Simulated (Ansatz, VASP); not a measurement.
## WC: VASP beside Ansatz

```xyz
2
Lattice="2.9229 0.0000 0.0000 -1.4615 2.5313 0.0000 0.0000 0.0000 2.8460" Properties=species:S:1:pos:R:3 pbc="T T T"
W     0.0000    0.0000    0.0000
C     1.4615    0.8438    1.4230
```

Alike in both runs: functional PBE; k mesh 18 × 18 × 14; occupations fermi-dirac, width 0.15 eV; no spin polarisation.

Ansatz relaxed the structure, and its values are those at the end. VASP's run is a single point on that final structure, the one shown.

```csv
,VASP,Ansatz
version,VASP 6.6.1,Ansatz 0.2.0
potentials or method,"VASP PAW PBE potentials, release 64 (W_sv, C), cutoff 520 eV","scalar-relativistic, plane waves, PAW"
valence electrons in the cell,18,18
```

VASP gave:

| Item | Value |
| --- | --- |
| gap on the k mesh at the Fermi level (eV) | none |
| pressure (GPa) | 1.0 |

Q: What did Ansatz give for the same quantities?

A: gap on the k mesh at the Fermi level (eV): none; pressure (GPa): 0.0.

A gap of «none» marks a metal or a gap that the smearing closes. The functional is the same, so the differences come from potentials, cutoffs and numerics.

Spin-orbit coupling is off throughout.
